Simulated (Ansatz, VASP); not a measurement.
# TiB4: VASP beside Ansatz

```xyz
5
Lattice="3.0117 0.0000 0.0000 -1.5058 2.6082 0.0000 0.0000 0.0000 4.9874" Properties=species:S:1:pos:R:3 pbc="T T T"
Ti    0.0000    0.0000    0.0000
B     0.0000    1.7388    3.4410
B     1.5058    0.8694    3.4410
B     0.0000    1.7388    1.5464
B     1.5058    0.8694    1.5464
```

Alike in both runs: task single point; functional PBE; dispersion D3(BJ); k mesh 6 × 6 × 4; occupations gaussian, width 0.1 eV; collinear spin.

|  | VASP | Ansatz |
| --- | --- | --- |
| version | VASP 6.6.1 | Ansatz 0.2.0 |
| potentials or method | VASP PAW PBE potentials, release 64 (Ti_sv, B), cutoff 520 eV | scalar-relativistic, plane waves, PAW |
| valence electrons in the cell | 24 | 24 |

|  | VASP | Ansatz | Ansatz less VASP |
| --- | --- | --- | --- |
| gap on the k mesh at the Fermi level (eV) | none | none | - |
| pressure (GPa) | 0.2 | 0.0 | -0.19 |
| traceless stress, the component that is largest in VASP (GPa) | -0.09 | -0.10 | -0.010 |
| net moment per atom (μB) | 0.00 | 0.00 | 0.000 |

A gap of «none» marks a metal or a gap that the smearing closes. Ansatz's warnings: seeded moment not kept.

The k mesh is coarse, so the values compare programs but aren't converged.
